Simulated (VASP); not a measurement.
The system is PbSe (Clausthalite).

```
CELL_PARAMETERS angstrom
0.00000 3.06969 3.06969
3.06969 0.00000 3.06969
3.06969 3.06969 0.00000
ATOMIC_POSITIONS crystal
Pb 0.00000 0.00000 0.00000
Se 0.50000 0.50000 0.50000
```

Base run:

- Program: VASP 6.6.1
- Functional: PBE
- Potentials or basis: VASP PAW PBE potentials, release 64 (Pb_d, Se)
- Cutoff: 520 eV
- k mesh: 6 × 6 × 6
- Occupations: gaussian, width 0.01 eV
- Spin: no spin polarisation

Its results: band gap on the k mesh 0.32 eV, direct; electronic dielectric tensor (diagonal) 39.29.

Problem. The run is repeated on the same cell with these changes: functional from PBE to r2SCAN. What comes out?

Solution. Band gap on the k mesh 0.61 eV, direct; electronic dielectric tensor (diagonal) 17.52.

r2SCAN gives the wider gap, since meta-GGAs in the generalised Kohn-Sham scheme recover part of the derivative discontinuity.

Caveats: the gap is small at this level, which inflates the dielectric constant; spin-orbit coupling is left out, which moves the levels of the heavy elements.

A k mesh can miss the band edges.
